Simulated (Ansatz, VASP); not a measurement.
# NiGe: VASP beside Ansatz

```
Ni Ge
1.0
     2.75618    0.00000    0.00000
     0.00000    2.75618    0.00000
     0.00000    0.00000    3.61256
Ni Ge
1 1
Direct
  0.50000 0.50000 0.50000
  0.00000 0.00000 0.00000
```

Alike in both runs: task relaxation of cell and atoms; functional r2SCAN; k mesh 6 × 6 × 6; occupations gaussian, width 0.1 eV; no spin polarisation.

```csv
,VASP,Ansatz
version,VASP 6.6.1,Ansatz 0.2.0
potentials or method,"VASP PAW PBE potentials, release 64 (Ni, Ge_d), cutoff 600 eV","scalar-relativistic, plane waves, PAW"
valence electrons in the cell,24,32
```

Ansatz gave:

```
gap on the k mesh at the Fermi level, each at its own relaxed structure (eV) : none
relaxed volume (Å³/atom)                                                     : 12.62
relaxed cell length with the largest relative difference (Å)                 : 2.936
```

Problem. Which values does VASP return?

Solution. gap on the k mesh at the Fermi level, each at its own relaxed structure (eV): none; relaxed volume (Å³/atom): 12.58; relaxed cell length with the largest relative difference (Å): 2.983.

VASP's potentials were made for PBE, not for r2SCAN. A gap of «none» marks a metal or a gap that the smearing closes. VASP's potentials hold 24 valence electrons a cell and Ansatz's 32, so a difference there can come from the potentials and not from the codes.

The k mesh is coarse, so the values compare programs but aren't converged.
